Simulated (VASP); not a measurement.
# MgTe (P6_3mc) in VASP: single point with PBE

Aim: the single point of MgTe with PBE.

All numbers are computed with VASP 6.6.1; they aren't measurements. Logs are shortened: lines on timing, memory, paths and dates and some standing lists are left out, and cuts for length are marked.

## Step 1: The cell of the first run

Symmetry: P6_3mc, No. 186, hexagonal system. Conventional cell: a = 4.575 Å, b = 4.575 Å, c = 14.920 Å, α = 90.00°, β = 90.00°, γ = 120.00°. Within 3.7 Å of Mg (site symmetry 3m) lie 4 Te at 2.80 Å. Mg (site symmetry 3m) has 4 Te at 2.80 Å within 3.7 Å. Te (site symmetry 3m) has 4 Mg at 2.80 Å within 3.7 Å. Te (site symmetry 3m) has 4 Mg at 2.80 Å within 3.7 Å.

## Step 2: Single point, PBE, non-collinear spin, zero start, spin-orbit coupling

Contents of INCAR:

```
  PREC = Accurate
  ENCUT = 600
  EDIFF = 1E-6
  ISMEAR = 0
  SIGMA = 0.01
  LREAL = False
  LASPH = True
  NELM = 200
  ALGO = Normal
  ISIF = 2
  LWAVE = False
  LCHARG = False
  MAGMOM = 0 0 0 0 0 0 0 0 0 0 0 0 0 0 0 0 0 0 0 0 0 0 0 0
  LORBIT = 11
  LSORBIT = True
  GGA_COMPAT = False
  LORBMOM = True
  GGA = PE
  NBANDS = 50
```

Contents of KPOINTS:

```
regular mesh
0
Gamma
  6 6 2
```

Contents of POSCAR:

```
MgTe
1.0
    4.5752795260      0.0000000000      0.0000000000
   -2.2876397630      3.9623082989      0.0000000000
    0.0000000000      0.0000000000     14.9203594670
Mg Te
4 4
Direct
    0.0000000000      0.0000000000     -0.0003618907
    0.3333333333      0.6666666667      0.2500449625
    0.0000000000      0.0000000000      0.4996381093
    0.6666666667      0.3333333333      0.7500449625
    0.0000000000      0.0000000000      0.1874573546
    0.3333333333      0.6666666667      0.4378595737
    0.0000000000      0.0000000000      0.6874573546
    0.6666666667      0.3333333333      0.9378595737
```

Potentials or basis: VASP PAW PBE potentials, release 64 (Mg, Te).

On the command line:

```console
$ cat potpaw_PBE.64/Mg/POTCAR potpaw_PBE.64/Te/POTCAR > POTCAR
$ mpirun -np 1 vasp_ncl > vasp.out
```

OUTCAR:

```text
PREC = Accurate
   ENCUT = 600
   EDIFF = 1E-6
   ISMEAR = 0
   LREAL = False
   LASPH = True
   NELM = 200
   ISIF = 2
   LORBIT = 11
   LSORBIT = True
   GGA = PE

 ion  position               nearest neighbor table
   1  0.000  0.000  1.000-   8 2.80   8 2.80   8 2.80   5 2.80
   2  0.333  0.667  0.250-   5 2.80   5 2.80   5 2.80   6 2.80
   3  0.000  0.000  0.500-   6 2.80   6 2.80   6 2.80   7 2.80
   4  0.667  0.333  0.750-   7 2.80   7 2.80   7 2.80   8 2.80
   5  0.000  0.000  0.187-   2 2.80   2 2.80   2 2.80   1 2.80
   6  0.333  0.667  0.438-   3 2.80   3 2.80   3 2.80   2 2.80
   7  0.000  0.000  0.687-   4 2.80   4 2.80   4 2.80   3 2.80
   8  0.667  0.333  0.938-   1 2.80   1 2.80   1 2.80   4 2.80

  LATTYP: Found a hexagonal cell.
 ALAT       =     4.5752795260
 C/A-ratio  =     3.2610815104

  Lattice vectors:

 A1 = (   4.5752795260,   0.0000000000,   0.0000000000)
 A2 = (  -2.2876397630,   3.9623082989,   0.0000000000)
 A3 = (   0.0000000000,   0.0000000000,  14.9203594670)

Analysis of symmetry for initial positions (statically):
=====================================================================
 Subroutine PRICEL returns:
 Original cell was already a primitive cell.

 Routine SETGRP: Setting up the symmetry group for a
 hexagonal supercell.

 Subroutine GETGRP returns: Found 12 space group operations
 (whereof  6 operations were pure point group operations)
 out of a pool of 24 trial point group operations.

The static configuration has the point symmetry C_3v.
 The point group associated with its full space group is C_6v.

Analysis of symmetry for dynamics (positions and initial velocities):
=====================================================================
 Subroutine PRICEL returns:
 Original cell was already a primitive cell.

 Routine SETGRP: Setting up the symmetry group for a
 hexagonal supercell.

 Subroutine GETGRP returns: Found 12 space group operations
 (whereof  6 operations were pure point group operations)
 out of a pool of 24 trial point group operations.

The dynamic configuration has the point symmetry C_3v.
 The point group associated with its full space group is C_6v.

Analysis of structural, dynamic, and magnetic symmetry:
=====================================================================
 Subroutine PRICEL returns:
 Original cell was already a primitive cell.

 Routine SETGRP: Setting up the symmetry group for a
 hexagonal supercell.

 Subroutine GETGRP returns: Found 12 space group operations
 (whereof  6 operations were pure point group operations)
 out of a pool of 24 trial point group operations.

The overall configuration has the point symmetry C_3v.
 The point group associated with its full space group is C_6v.

 Subroutine INISYM returns: Found 12 space group operations
 (whereof  6 operations are pure point group operations),
 and found     1 'primitive' translations

----------------------------------------------------------------------------------------

                                     Primitive cell

  volume of cell :     270.4862

  direct lattice vectors                    reciprocal lattice vectors
     4.575279526  0.000000000  0.000000000     0.218565881  0.126189070  0.000000000
    -2.287639763  3.962308299  0.000000000     0.000000000  0.252378140  0.000000000
     0.000000000  0.000000000 14.920359467     0.000000000  0.000000000  0.067022514

  length of vectors
     4.575279526  4.575279526 14.920359467     0.252378140  0.252378140  0.067022514

  position of ions in fractional coordinates (direct lattice)
     0.000000000  0.000000000  0.999638109
     0.333333333  0.666666667  0.250044962
     0.000000000  0.000000000  0.499638109
     0.666666667  0.333333333  0.750044962
     0.000000000  0.000000000  0.187457355
     0.333333333  0.666666667  0.437859574
     0.000000000  0.000000000  0.687457355
     0.666666667  0.333333333  0.937859574

  ion indices of the primitive-cell ions
   primitive index   ion index
                 1           1
                 2           2
[... 790 lines left out ...]
  -------------------------------------------------------------------------------------
  Total        1.2200716      1.2200716      1.1956460      0.0000000      0.0000000      0.0000000
  in kB        7.2268782      7.2268782      7.0821973      0.0000000      0.0000000      0.0000000
  external PRESSURE =       7.1786512 kB  Pullay stress =       0.0000000 kB

 VOLUME and BASIS-vectors are now :
 -----------------------------------------------------------------------------
  energy-cutoff  :      600.00
  volume of cell :      270.49
      direct lattice vectors                 reciprocal lattice vectors
     4.575279526  0.000000000  0.000000000     0.218565881  0.126189070  0.000000000
    -2.287639763  3.962308299  0.000000000     0.000000000  0.252378140  0.000000000
     0.000000000  0.000000000 14.920359467     0.000000000  0.000000000  0.067022514

 POSITION                                       TOTAL-FORCE (eV/Angst)
 -----------------------------------------------------------------------------------
      0.00000      0.00000     14.91496         0.000000      0.000000     -0.001810
     -0.00000      2.64154      3.73076         0.000000      0.000000     -0.000682
      0.00000      0.00000      7.45478         0.000000     -0.000000     -0.001810
      2.28764      1.32077     11.19094         0.000000      0.000000     -0.000682
      0.00000      0.00000      2.79693         0.000000      0.000000      0.001564
     -0.00000      2.64154      6.53302         0.000000      0.000000      0.000928
      0.00000      0.00000     10.25711        -0.000000      0.000000      0.001564
      2.28764      1.32077     13.99320         0.000000     -0.000000      0.000928
 -----------------------------------------------------------------------------------
    total drift:                                0.000000      0.000000     -0.000326

  FREE ENERGIE OF THE ION-ELECTRON SYSTEM (eV)
  ---------------------------------------------------
  free  energy   TOTEN  =       -25.9615504034 eV

  energy  without entropy=      -25.9615504034  energy(sigma->0) =      -25.96155040

 orbital moment (x)

 # of ion     p       d       tot
 ----------------------------------------
  1        -0.000  -0.000  -0.000
  2        -0.000  -0.000  -0.000
  3         0.000   0.000   0.000
  4        -0.000   0.000   0.000
  5         0.000  -0.000   0.000
  6         0.000   0.000   0.000
  7         0.000   0.000   0.000
  8        -0.000  -0.000  -0.000
 ----------------------------------------
            0.000   0.000   0.000

 orbital moment (y)

 # of ion     p       d       tot
 ----------------------------------------
  1        -0.000  -0.000  -0.000
  2         0.000  -0.000   0.000
  3        -0.000  -0.000  -0.000
  4         0.000  -0.000   0.000
  5         0.000  -0.000  -0.000
  6         0.000   0.000   0.000
  7        -0.000   0.000  -0.000
  8        -0.000   0.000  -0.000
 ----------------------------------------
           -0.000   0.000  -0.000

 orbital moment (z)

 # of ion     p       d       tot
 ----------------------------------------
  1        -0.000   0.000  -0.000
  2        -0.000  -0.000  -0.000
  3         0.000  -0.000   0.000
  4        -0.000   0.000  -0.000
  5         0.000   0.000   0.000
  6         0.000   0.000   0.000
  7         0.000   0.000   0.000
  8         0.000   0.000   0.000
 ----------------------------------------
           -0.000   0.000   0.000

 Spin-Orbit-Coupling matrix elements

 Ion:    1  E_soc:     -0.0001638
 l=   1
     0.0000000    -0.0000271    -0.0000275
    -0.0000271     0.0000000    -0.0000271
    -0.0000275    -0.0000271     0.0000000
 l=   2
     0.0000000    -0.0000000     0.0000000    -0.0000000    -0.0000001
    -0.0000000     0.0000000    -0.0000001     0.0000000    -0.0000000
     0.0000000    -0.0000001     0.0000000    -0.0000001     0.0000000
    -0.0000000     0.0000000    -0.0000001     0.0000000    -0.0000000
    -0.0000001    -0.0000000     0.0000000    -0.0000000     0.0000000
 l=   3
     0.0000000     0.0000000     0.0000000     0.0000000     0.0000000     0.0000000     0.0000000
     0.0000000     0.0000000     0.0000000     0.0000000     0.0000000     0.0000000     0.0000000
     0.0000000     0.0000000     0.0000000     0.0000000     0.0000000     0.0000000     0.0000000
     0.0000000     0.0000000     0.0000000     0.0000000     0.0000000     0.0000000     0.0000000
[... 129 lines left out ...]
 l=   2
     0.0000000    -0.0000059     0.0000000    -0.0000059    -0.0000410
    -0.0000059     0.0000000    -0.0000325    -0.0000014    -0.0000059
     0.0000000    -0.0000325     0.0000000    -0.0000325     0.0000000
    -0.0000059    -0.0000014    -0.0000325     0.0000000    -0.0000059
    -0.0000410    -0.0000059     0.0000000    -0.0000059     0.0000000
 l=   3
     0.0000000     0.0000000     0.0000000     0.0000000     0.0000000     0.0000000     0.0000000
     0.0000000     0.0000000     0.0000000     0.0000000     0.0000000     0.0000000     0.0000000
     0.0000000     0.0000000     0.0000000     0.0000000     0.0000000     0.0000000     0.0000000
     0.0000000     0.0000000     0.0000000     0.0000000     0.0000000     0.0000000     0.0000000
     0.0000000     0.0000000     0.0000000     0.0000000     0.0000000     0.0000000     0.0000000
     0.0000000     0.0000000     0.0000000     0.0000000     0.0000000     0.0000000     0.0000000
     0.0000000     0.0000000     0.0000000     0.0000000     0.0000000     0.0000000     0.0000000

 total charge

# of ion       s       p       d       tot
------------------------------------------
    1        0.174   0.127   0.023   0.324
    2        0.174   0.127   0.023   0.324
    3        0.174   0.127   0.023   0.324
    4        0.174   0.127   0.023   0.324
    5        1.336   2.150   0.010   3.496
    6        1.336   2.153   0.010   3.498
    7        1.336   2.150   0.010   3.496
    8        1.336   2.153   0.010   3.498
--------------------------------------------------
tot          6.039   9.113   0.132  15.285

 magnetization (x)

# of ion       s       p       d       tot
------------------------------------------
    1        0.000   0.000  -0.000   0.000
    2       -0.000   0.000   0.000  -0.000
    3       -0.000  -0.000   0.000  -0.000
    4        0.000   0.000   0.000   0.000
    5        0.000  -0.000   0.000  -0.000
    6        0.000   0.000  -0.000  -0.000
    7       -0.000   0.000   0.000  -0.000
    8       -0.000  -0.000  -0.000  -0.000
--------------------------------------------------
tot         -0.000  -0.000  -0.000  -0.000

 magnetization (y)

# of ion       s       p       d       tot
------------------------------------------
    1       -0.000   0.000   0.000  -0.000
    2        0.000   0.000   0.000   0.000
    3        0.000   0.000   0.000   0.000
    4        0.000  -0.000   0.000  -0.000
    5        0.000   0.000   0.000   0.000
    6        0.000   0.000  -0.000  -0.000
    7        0.000   0.000   0.000   0.000
    8        0.000  -0.000   0.000  -0.000
--------------------------------------------------
tot         -0.000  -0.000  -0.000  -0.000

 magnetization (z)

# of ion       s       p       d       tot
------------------------------------------
    1        0.000   0.000  -0.000   0.000
    2        0.000   0.000   0.000   0.000
    3        0.000  -0.000  -0.000   0.000
    4        0.000  -0.000  -0.000  -0.000
    5       -0.000   0.000  -0.000   0.000
    6       -0.000   0.000   0.000   0.000
    7       -0.000   0.000  -0.000   0.000
    8       -0.000  -0.000   0.000  -0.000
--------------------------------------------------
tot          0.000   0.000  -0.000   0.000
```

Run time: 6.7 min. Hardware: 1 thread of Intel Xeon 6975P-C (Granite Rapids), shared host; peak memory 1.2 GiB.

Results:

* Free energy: -25.9616 eV
* Pressure: 0.7 GPa
* Net moment: 0.00 μB per cell
* Valence electrons inside the program's atomic spheres: Mg 0.32; Te 3.50

Moments on the atoms (μB; x, y, z):
```
Mg  0.00 0.00 0.00
Mg  0.00 0.00 0.00
Mg  0.00 0.00 0.00
Mg  0.00 0.00 0.00
Te  0.00 0.00 0.00
Te  0.00 0.00 0.00
Te  0.00 0.00 0.00
Te  0.00 0.00 0.00
```
